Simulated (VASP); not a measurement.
Here is a VASP 6.6.1 calculation.

Contents of POSCAR:

```
Ag
1.0
   -1.6556540000      1.6556540000      1.6556540000
    1.6556540000     -1.6556540000      1.6556540000
    1.6556540000      1.6556540000     -1.6556540000
Ag
1
Direct
    0.0000000000      0.0000000000      0.0000000000
```

Contents of INCAR.step1:

```
SYSTEM = Ag
GGA = PE ; ISMEAR = 1
SIGMA = 0.1 ; LWAVE = .FALSE.
LCHARG = .TRUE. ; NBANDS = 20
PREC = Accurate ; LASPH = .TRUE.
LREAL = .FALSE. ; ALGO = Normal
EDIFF = 1E-6 ; NELM = 120
GGA_COMPAT = .FALSE. ; ENCUT = 290
LMAXMIX = 4
```

File KPOINTS.step1:

```
k-points
0
Gamma
  13 13 13
```

File INCAR.step2:

```
SYSTEM = Ag
GGA = PE ; ISMEAR = -5
LWAVE = .FALSE. ; LCHARG = .FALSE.
NBANDS = 20 ; PREC = Accurate
LASPH = .TRUE. ; LREAL = .FALSE.
ALGO = Normal ; EDIFF = 1E-6
NELM = 120 ; GGA_COMPAT = .FALSE.
ENCUT = 290 ; LMAXMIX = 4
NEDOS = 2001 ; LORBIT = 11
EMIN = -9.3989 ; EMAX = 15.6011
ICHARG = 11
```

KPOINTS.step2

```
Automatic mesh
0
Gamma
  15 15 15
  0 0 0
```

Potentials or basis: VASP PAW PBE potentials, release 64 (Ag).

Launch:

```bash
$ cat potpaw_PBE.64/Ag/POTCAR > POTCAR
$ cp INCAR.step1 INCAR
$ cp KPOINTS.step1 KPOINTS
$ mpirun -np 1 vasp_std > vasp.out
$ cp INCAR.step2 INCAR
$ cp KPOINTS.step2 KPOINTS
$ mpirun -np 1 vasp_std > vasp.out
```

(1) What does it give for the density of states at the Fermi level?

## Answers

(1) 0.30 states/eV/atom.
